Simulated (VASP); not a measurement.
Input of a VASP 6.6.1 run:

Contents of POSCAR:

```
Si2Mo
1.0
   -1.5566156802      1.5566156802      3.8262287384
    1.5566156802     -1.5566156802      3.8262287384
    1.5566156802      1.5566156802     -3.8262287384
Si Mo
2 1
Direct
    0.3341119105      0.3341119105      0.0000000000
    0.6658880895      0.6658880895      0.0000000000
    0.0000000000      0.0000000000      0.0000000000
```

Contents of INCAR.step1:

```
ALGO     = Normal         # electronic algorithm
EDIFF    = 1E-4           # SCF threshold, eV
ENCUT    = 520            # plane-wave cutoff, eV
GGA      = PE             # functional
ISMEAR   = 0              # smearing method
LASPH    = T              # aspherical terms in the spheres
LCHARG   = F              # write CHGCAR
LREAL    = F              # projectors in reciprocal space
LWAVE    = T              # write WAVECAR
NBANDS   = 18             # bands
NELM     = 60             # most SCF steps
PREC     = Accurate       # precision mode
SIGMA    = 0.1            # smearing width, eV
```

Contents of INCAR.step2:

```
ALGO     = Normal         # electronic algorithm
EDIFF    = 1E-6           # SCF threshold, eV
ENCUT    = 520            # plane-wave cutoff, eV
ISIF     = 2              # what is computed and relaxed
ISMEAR   = 0              # smearing method
ISTART   = 1            
LASPH    = T              # aspherical terms in the spheres
LCHARG   = F              # write CHGCAR
LMIXTAU  = T            
LREAL    = F              # projectors in reciprocal space
LWAVE    = F              # write WAVECAR
METAGGA  = R2SCAN         # meta-GGA
NBANDS   = 18             # bands
NELM     = 60             # most SCF steps
PREC     = Accurate       # precision mode
SIGMA    = 0.1            # smearing width, eV
```

File KPOINTS:

```
k-points
0
Gamma
  18 18 18
```

Potentials or basis: VASP PAW PBE potentials, release 64 (Si, Mo_sv).

The run is started by

```sh
$ cat potpaw_PBE.64/Si/POTCAR potpaw_PBE.64/Mo_sv/POTCAR > POTCAR
$ cp INCAR.step1 INCAR
$ mpirun -np 1 vasp_std > vasp.out
$ cp INCAR.step2 INCAR
$ mpirun -np 1 vasp_std > vasp.out
```

What does it give for the pressure?

20.6 GPa.

Estimate the largest force.

0.012 eV/Å.

Estimate the band gap on the k mesh.

zero (band 11 reaches 14.08 eV, above the bottom of band 12 at 12.99 eV).

Forces in eV/Å, atoms in the order of the input:
```
Si   0.000  0.000 -0.012
Si   0.000  0.000  0.012
Mo   0.000  0.000  0.000
```

Caveat: the PAW data sets were made with another functional, which shifts forces and pressure a little.
